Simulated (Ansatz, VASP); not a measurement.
Cu in VASP and in Ansatz

INCAR

```
PREC = Accurate
ENCUT = 520
EDIFF = 1E-6
ISMEAR = 1
SIGMA = 0.15
LREAL = False
LASPH = True
NELM = 100
ALGO = Normal
ISIF = 2
LWAVE = False
LCHARG = False
GGA = CA
NBANDS = 12
```

File KPOINTS:

```
regular mesh
0
Gamma
  14 14 14
```

File POSCAR:

```
Cu
1.0
    0.0000000000      1.8234259307      1.8234259307
    1.8234259307      0.0000000000      1.8234259307
    1.8234259307      1.8234259307      0.0000000000
Cu
1
Direct
    0.0000000000      0.0000000000      0.0000000000
```

Input for Ansatz:

```yaml
crystal:
  lattice:
    - [0.0, 1.8234259307337326, 1.8234259307337326]
    - [1.8234259307337326, 0.0, 1.8234259307337326]
    - [1.8234259307337326, 1.8234259307337326, 0.0]
  atoms:
    - { symbol: Cu, position: [0.0, 0.0, 0.0] }
basis:
  ecutwfc: 421.77648681281397
kpoints:
  mp_grid:
    grid: [14, 14, 14]
hamiltonian:
  xc: lda
scf:
  occupations:
    method: methfessel_paxton
    width: 0.15
output:
  stress: true
```

Alike in both runs: task single point; functional LDA; k mesh 14 × 14 × 14; occupations methfessel-paxton of order 1, width 0.15 eV; no spin polarisation.

|  | VASP | Ansatz |
| --- | --- | --- |
| version | VASP 6.6.1 | Ansatz 0.2.0 |
| potentials or method | VASP PAW LDA potentials, release 64 (Cu), cutoff 520 eV | plane waves, PAW |
| valence electrons in the cell | 11 | 19 |

```csv
,VASP,Ansatz,Ansatz less VASP
pressure (GPa),-14.7,-15.5,-0.79
```

LDA's correlation is that of Perdew and Zunger in VASP and of Perdew and Wang (1992) in Ansatz. VASP's potentials hold 11 valence electrons a cell and Ansatz's 19, so a difference there can come from the potentials and not from the codes.
